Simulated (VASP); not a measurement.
A run of VASP 6.6.1 is set up as follows.

INCAR

```
  PREC = Accurate
  ENCUT = 520
  EDIFF = 1E-7
  ISMEAR = 0
  SIGMA = 0.05
  LREAL = Auto
  LASPH = T
  NELM = 100
  ALGO = Normal
  ISIF = 2
  LWAVE = F
  LCHARG = F
  GGA = PS
  NBANDS = 118
  LUSENCCL = F
```

File KPOINTS:

```
Automatic mesh
0
Gamma
  1 1 4
```

File POSCAR:

```
HfO2
1.0
   14.1000000000      0.0000000000      0.0000000000
    0.0000000000     12.9000000000      0.0000000000
    0.0000000000      0.0000000000      8.4165934657
Hf O
9 18
Direct
    0.6375702533      0.5000000000      0.0256345022
    0.3489933626      0.5000000000      0.6678492662
    0.4166633902      0.5000000000      0.3161826638
    0.4170105095      0.3740243363     -0.0253348065
    0.6337336844      0.3570021262      0.3483886407
    0.5513589773      0.6315416891      0.6734964560
    0.4170105095      0.6259756637     -0.0253348065
    0.6337336844      0.6429978738      0.3483886407
    0.5513589773      0.3684583109      0.6734964560
    0.4818083838      0.5000000000      0.5663461237
    0.6912324159      0.6209610673      0.1289982883
    0.5200283401      0.3073408693      0.4477013710
    0.3973759102      0.6405875914      0.7284330496
    0.5783775429      0.5000000000      0.3066490250
    0.3291776843      0.5000000000      0.9163446613
    0.6912324159      0.3790389327      0.1289982883
    0.5200283401      0.6926591307      0.4477013710
    0.3973759102      0.3594124086      0.7284330496
    0.3831732483      0.6278355140      0.2001423954
    0.6816223729      0.6313828670      0.5587053894
    0.5402290100      0.3167586037      0.9005454137
    0.4932336432      0.5000000000      0.0407639898
    0.3831732483      0.3721644860      0.2001423954
    0.6816223729      0.3686171330      0.5587053894
    0.5402290100      0.6832413963      0.9005454137
    0.3030367728      0.5000000000      0.4522857801
    0.6082003757      0.5000000000      0.7857915925
```

Potentials or basis: VASP PAW PBE potentials, release 64 (Hf_pv, O).

Run with:

```console
$ cat potpaw_PBE.64/Hf_pv/POTCAR potpaw_PBE.64/O/POTCAR > POTCAR
$ mpirun -np 1 vasp_std > vasp.out
```

(1) Predict the largest force.

(2) What does it give for the band gap on the k mesh?

## Answers

(1) 0.165 eV/Å.

(2) 3.48 eV (least direct gap 3.62 eV).

Caveat: the PAW data sets were made with another functional, which shifts forces and pressure a little; spin-orbit coupling is left out, which moves the levels of the heavy elements.
